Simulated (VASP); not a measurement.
# ZnSe (F-43m) in VASP: single point with PBE

Aim: the single point of ZnSe with PBE.

Everything below comes from runs of VASP 6.6.1. Logs are shortened: lines on timing, memory, paths and dates and some standing lists are left out, and cuts for length are marked.

## (1) The cell of the first run

Symmetry: F-43m, No. 216, cubic system. Conventional cell: a = 5.574 Å, b = 5.574 Å, c = 5.574 Å, α = 90.00°, β = 90.00°, γ = 90.00°. Within 3.2 Å of Zn (site symmetry -43m) lie 4 Se at 2.41 Å. Within 3.2 Å of Se (site symmetry -43m) lie 4 Zn at 2.41 Å.

## (2) Single point, PBE

File INCAR:

```
SYSTEM = ZnSe
ALGO     = Normal         ! electronic algorithm
EDIFF    = 1E-6           ! SCF threshold, eV
ENCUT    = 500            ! plane-wave cutoff, eV
GGA      = PE             ! functional
GGA_COMPAT= .False.      
ISIF     = 2              ! what is computed and relaxed
ISMEAR   = 0              ! smearing method
LASPH    = .True.         ! aspherical terms in the spheres
LCHARG   = .True.         ! write CHGCAR
LELF     = .True.         ! ELF
LREAL    = .False.        ! projectors in reciprocal space
LVHAR    = .True.       
LWAVE    = .False.        ! write WAVECAR
NBANDS   = 16             ! bands
NELM     = 120            ! most SCF steps
PREC     = Accurate       ! precision mode
SIGMA    = 0.01           ! smearing width, eV
```

File KPOINTS:

```
k-points
0
Gamma
  2 2 2
  0 0 0
```

File POSCAR:

```
ZnSe
1.0
    0.0000000000      2.7869398680      2.7869398680
    2.7869398680      0.0000000000      2.7869398680
    2.7869398680      2.7869398680      0.0000000000
Zn Se
1 1
Direct
    0.0000000000      0.0000000000      0.0000000000
    0.2500000000      0.2500000000      0.2500000000
```

Potentials or basis: VASP PAW PBE potentials, release 64 (Zn, Se).

On the command line:

```bash
> cat potpaw_PBE.64/Zn/POTCAR potpaw_PBE.64/Se/POTCAR > POTCAR
> mpirun -np 1 vasp_std > vasp.out
```

OUTCAR:

```text
SYSTEM = ZnSe
   EDIFF = 1E-6
   ENCUT = 500
   GGA = PE
   ISIF = 2
   ISMEAR = 0
   LASPH = .True.
   LREAL = .False.
   NELM = 120
   PREC = Accurate

 ion  position               nearest neighbor table
   1  0.000  0.000  0.000-   2 2.41   2 2.41   2 2.41   2 2.41
   2  0.250  0.250  0.250-   1 2.41   1 2.41   1 2.41   1 2.41

  LATTYP: Found a face centered cubic cell.
 ALAT       =     5.5738797360

  Lattice vectors:

 A1 = (   0.0000000000,   2.7869398680,   2.7869398680)
 A2 = (   2.7869398680,   0.0000000000,   2.7869398680)
 A3 = (   2.7869398680,   2.7869398680,   0.0000000000)

Analysis of symmetry for initial positions (statically):
=====================================================================
 Subroutine PRICEL returns:
 Original cell was already a primitive cell.

 Routine SETGRP: Setting up the symmetry group for a
 face centered cubic supercell.

 Subroutine GETGRP returns: Found 24 space group operations
 (whereof 24 operations were pure point group operations)
 out of a pool of 48 trial point group operations.

The static configuration has the point symmetry T_d .

Analysis of symmetry for dynamics (positions and initial velocities):
=====================================================================
 Subroutine PRICEL returns:
 Original cell was already a primitive cell.

 Routine SETGRP: Setting up the symmetry group for a
 face centered cubic supercell.

 Subroutine GETGRP returns: Found 24 space group operations
 (whereof 24 operations were pure point group operations)
 out of a pool of 48 trial point group operations.

The dynamic configuration has the point symmetry T_d .

 Subroutine INISYM returns: Found 24 space group operations
 (whereof 24 operations are pure point group operations),
 and found     1 'primitive' translations

----------------------------------------------------------------------------------------

                                     Primitive cell

  volume of cell :      43.2925

  direct lattice vectors                    reciprocal lattice vectors
     0.000000000  2.786939868  2.786939868    -0.179408248  0.179408248  0.179408248
     2.786939868  0.000000000  2.786939868     0.179408248 -0.179408248  0.179408248
     2.786939868  2.786939868  0.000000000     0.179408248  0.179408248 -0.179408248

  length of vectors
     3.941328159  3.941328159  3.941328159     0.310744201  0.310744201  0.310744201

  position of ions in fractional coordinates (direct lattice)
     0.000000000  0.000000000  0.000000000
     0.250000000  0.250000000  0.250000000

  ion indices of the primitive-cell ions
   primitive index   ion index
                 1           1
                 2           2

----------------------------------------------------------------------------------------

 KPOINTS: k-points

Automatic generation of k-mesh.
 Grid dimensions read from file:
 generate k-points for:    2    2    2

 Generating k-lattice:

  Cartesian coordinates                     Fractional coordinates (reciprocal lattice)
    -0.089704124  0.089704124  0.089704124     0.500000000  0.000000000  0.000000000
     0.089704124 -0.089704124  0.089704124     0.000000000  0.500000000  0.000000000
     0.089704124  0.089704124 -0.089704124     0.000000000  0.000000000  0.500000000

  Length of vectors
     0.155372101  0.155372101  0.155372101

  Shift w.r.t. Gamma in fractional coordinates (k-lattice)
     0.000000000  0.000000000  0.000000000

 Subroutine IBZKPT returns following result:
 ===========================================

 Found      3 irreducible k-points:

 Following reciprocal coordinates:
            Coordinates               Weight
  0.000000  0.000000  0.000000      1.000000
  0.500000  0.000000  0.000000      4.000000
  0.500000  0.500000  0.000000      3.000000
   k-points           NKPTS =      3   k-points in BZ     NKDIM =      3   number of bands    NBANDS=     16
   number of dos      NEDOS =    301   number of ions     NIONS =      2
   total plane-waves  NPLWV =  27000
   dimension x,y,z NGX =    30 NGY =   30 NGZ =   30
   dimension x,y,z NGXF=    60 NGYF=   60 NGZF=   60
   ions per type =               1   1
   NGX,Y,Z   is equivalent  to a cutoff of  12.65, 12.65, 12.65 a.u.
   NGXF,Y,Z  is equivalent  to a cutoff of  25.31, 25.31, 25.31 a.u.
 SYSTEM =  ZnSe
   PREC   = accura    normal or accurate (medium, high low for compatibility)
   ISTART =      0    job   : 0-new  1-cont  2-samecut
   ICHARG =      2    charge: 1-file 2-atom 10-const
   ISPIN  =      1    spin polarized calculation?
   LNONCOLLINEAR =      F non collinear calculations
   LSORBIT =      F    spin-orbit coupling
   LASPH  =      T    aspherical Exc in radial PAW
   ENCUT  =  500.0 eV  36.75 Ry    6.06 a.u.   7.19  7.19  7.19*2*pi/ulx,y,z
   NELM   =    120;   NELMIN=  2; NELMDL= -5     # of ELM steps
   EDIFF  = 0.1E-05   stopping-criterion for ELM
   LREAL  =      F    real-space projection
   EDIFFG = 0.1E-04   stopping-criterion for IOM
   NSW    =      0    number of steps for IOM
   IBRION =     -1    ionic relax: 0-MD 1-quasi-New 2-CG
   NFREE  =      0    steps in history (QN), initial steepest desc. (CG)
   ISIF   =      2    stress and relaxation
   ISYM   =      2    0-nonsym 1-usesym 2-fastsym
   POTIM  = 0.5000    time-step for ionic-motion
   TEBEG  =    0.0;   TEEND  =   0.0 temperature during run
   PSTRESS=    0.0 pullay stress
   NELECT =      18.0000    total number of electrons
   NUPDOWN=      -1.0000    fix difference up-down
   EMIN   =  10.00;   EMAX   =-10.00  energy-range for DOS
   EFERMI =   0.00;   METHOD = LEGACY
   ISMEAR =     0;   SIGMA  =   0.01  broadening in eV -4-tet -1-fermi 0-gaus
   EFERMI_NEDOS =   21; number of points for ismear=-14 and -15
   IALGO  =     38    algorithm
   IMIX   =      4    mixing-type and parameters
     AMIX     =   0.40;   BMIX     =  1.00
     AMIX_MAG =   1.60;   BMIX_MAG =  1.00
  volume/ion in A,a.u.               =      21.65       146.08
  Fermi-wavevector in a.u.,A,eV,Ry     =   1.221879  2.309016 20.313327  1.492987
  Thomas-Fermi vector in A             =   2.357045
   LORBIT       =      0    0 simple, 1 ext, 2 COOP (PROOUT), +10 PAW based schemes
   GGA     = PE    functional components
   LHFCALC =     F    Hartree Fock is set to
   AEXX    =    0.0000 exact exchange contribution
   IVDW    =     0    specifies the selected vdW correction
   LEPSILON=     F    determine dielectric tensor
   LRPA    =     F    only Hartree local field effects (RPA)
 non-spin polarized calculation
 Gauss-broadening in eV      SIGMA  =   0.01
  energy-cutoff  :      500.00
  volume of cell :       43.29
 maximum number of plane-waves:      1106
 NGX is ok and might be reduce to    30
   NGX = 15   NGY = 15   NGZ = 15

 number of electron      17.9999984 magnetization

 Free energy of the ion-electron system (eV)
  ---------------------------------------------------
  ext. energy  EPLUGINS =         0.00000000
  ---------------------------------------------------
  free energy    TOTEN  =        -4.40424215 eV

  energy without entropy =       -4.40424215  energy(sigma->0) =       -4.40424215

 E-fermi :   2.4328     XC(G=0):  -9.3850

 val. band max:        2.3872650524   @ k =   0.0000   0.0000   0.0000
 cond. band min:       3.7714634531   @ k =   0.0000   0.0000   0.0000
 fundamental gap:      1.3841984007
 Fermi energy:         2.4327770089

 k-point     1 :       0.0000    0.0000    0.0000
  band No.  band energies     occupation
      1     -11.1554      2.00000
      2      -4.7208      2.00000
      3      -4.7208      2.00000
      4      -4.7208      2.00000
      5      -4.3441      2.00000
      6      -4.3441      2.00000
[... 8 lines left out ...]
     15      13.7667      0.00000
     16      13.7667      0.00000

 k-point     2 :       0.5000    0.0000    0.0000
  band No.  band energies     occupation
      1     -10.2361      2.00000
      2      -4.6300      2.00000
      3      -4.6300      2.00000
      4      -4.3221      2.00000
      5      -4.3221      2.00000
      6      -4.1500      2.00000
[... 8 lines left out ...]
     15      15.5434      0.00000
     16      15.5434      0.00000

 k-point     3 :       0.5000    0.5000    0.0000
  band No.  band energies     occupation
      1      -9.9204      2.00000
      2      -4.7000      2.00000
      3      -4.4516      2.00000
      4      -4.4516      2.00000
      5      -4.2906      2.00000
      6      -4.1219      2.00000
[... 8 lines left out ...]
     15      16.3310      0.00000
     16      16.9483      0.00000

------------------------ aborting loop because EDIFF is reached ----------------------------------------

  FORCE on cell =-STRESS in cart. coord.  units (eV):
  Direction    XX          YY          ZZ          XY          YZ          ZX
  --------------------------------------------------------------------------------------
  -------------------------------------------------------------------------------------
  Total        3.4183645      3.4183645      3.4183645      0.0000000      0.0000000      0.0000000
  in kB      126.5074662    126.5074662    126.5074662      0.0000000      0.0000000      0.0000000
  external PRESSURE =     126.5074662 kB  Pullay stress =       0.0000000 kB

 VOLUME and BASIS-vectors are now :
 -----------------------------------------------------------------------------
  energy-cutoff  :      500.00
  volume of cell :       43.29
      direct lattice vectors                 reciprocal lattice vectors
     0.000000000  2.786939868  2.786939868    -0.179408248  0.179408248  0.179408248
     2.786939868  0.000000000  2.786939868     0.179408248 -0.179408248  0.179408248
     2.786939868  2.786939868  0.000000000     0.179408248  0.179408248 -0.179408248

 POSITION                                       TOTAL-FORCE (eV/Angst)
 -----------------------------------------------------------------------------------
      0.00000      0.00000      0.00000         0.000000      0.000000     -0.000000
      1.39347      1.39347      1.39347        -0.000000      0.000000      0.000000
 -----------------------------------------------------------------------------------
    total drift:                                0.000000      0.000000      0.000000

  FREE ENERGIE OF THE ION-ELECTRON SYSTEM (eV)
  ---------------------------------------------------
  free  energy   TOTEN  =        -4.4042421479 eV

  energy  without entropy=       -4.4042421479  energy(sigma->0) =       -4.40424215
```

It took 8.3 s on 1 thread of Intel Xeon 8259CL, shared host; peak memory 0.16 GiB.

Results:

```
Free energy            : -4.4042 eV
Pressure               : 12.7 GPa
Band gap on the k mesh : 1.38 eV, direct
```

Caveat: the k points lie up to 0.98 Å⁻¹ apart. A hybrid or GW would open this gap; PBE tends to underestimate it.
